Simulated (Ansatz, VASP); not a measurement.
**NaH in VASP and in Ansatz**

File POSCAR:

```
NaH
1.0
    0.0000000000      2.4862955433      2.2948507865
    2.4862955433      0.0000000000      2.2948507865
    2.4862955433      2.4862955433      0.0000000000
Na H
1 1
Direct
    0.0000000000      0.0000000000      0.0000000000
    0.5000000000      0.5000000000      0.5000000000
```

The input INCAR.step1:

```
PREC = Accurate
ENCUT = 520
ISMEAR = -1
SIGMA = 0.2
LREAL = False
LASPH = True
NELM = 100
NBANDS = 11
GGA = PE
ALGO = Normal
EDIFF = 1E-4
LWAVE = True
LCHARG = False
```

The input INCAR.step2:

```
PREC = Accurate
ENCUT = 520
EDIFF = 1E-6
ISMEAR = -1
SIGMA = 0.2
LREAL = False
LASPH = True
NELM = 100
ALGO = Normal
ISIF = 2
LWAVE = False
LCHARG = False
METAGGA = R2SCAN
LMIXTAU = True
NBANDS = 11
ISTART = 1
```

KPOINTS

```
Automatic mesh
0
Gamma
  10 10 10
```

Input for Ansatz:

```yaml
crystal:
  lattice:
    - [0.0, 2.4862955433, 2.2948507865]
    - [2.4862955433, 0.0, 2.2948507865]
    - [2.4862955433, 2.4862955433, 0.0]
  atoms:
    - { symbol: Na, position: [0.0, 0.0, 0.0] }
    - { symbol: H, position: [0.5, 0.5, 0.5] }
basis:
  ecutwfc: 520.0
kpoints:
  mp_grid: { grid: [10, 10, 10] }
hamiltonian:
  xc: r2scan
scf:
  occupations: { method: fermi_dirac, width: 0.2 }
output:
  forces: true
  stress: true
  eigenvalues: true
```

Alike in both runs: task single point; functional r2SCAN; k mesh 10 × 10 × 10; occupations fermi-dirac, width 0.2 eV; no spin polarisation.

```csv
,VASP,Ansatz
version,VASP 6.6.1,Ansatz 0.2.0
potentials or method,"VASP PAW PBE potentials, release 64 (Na_pv, H), cutoff 520 eV","scalar-relativistic, plane waves, PAW"
valence electrons in the cell,8,10
```

|  | VASP | Ansatz | Ansatz less VASP |
| --- | --- | --- | --- |
| gap on the k mesh at the Fermi level (eV) | 4.30 | 4.28 | -0.016 |
| least direct gap on the mesh (eV) | 5.16 | 5.14 | -0.018 |
| pressure (GPa) | -0.6 | -0.4 | +0.18 |
| traceless stress, the component that is largest in VASP (GPa) | 1.86 | 1.91 | +0.052 |

VASP's potentials were made for PBE, not for r2SCAN. VASP's potentials hold 8 valence electrons a cell and Ansatz's 10, so a difference there can come from the potentials and not from the codes.
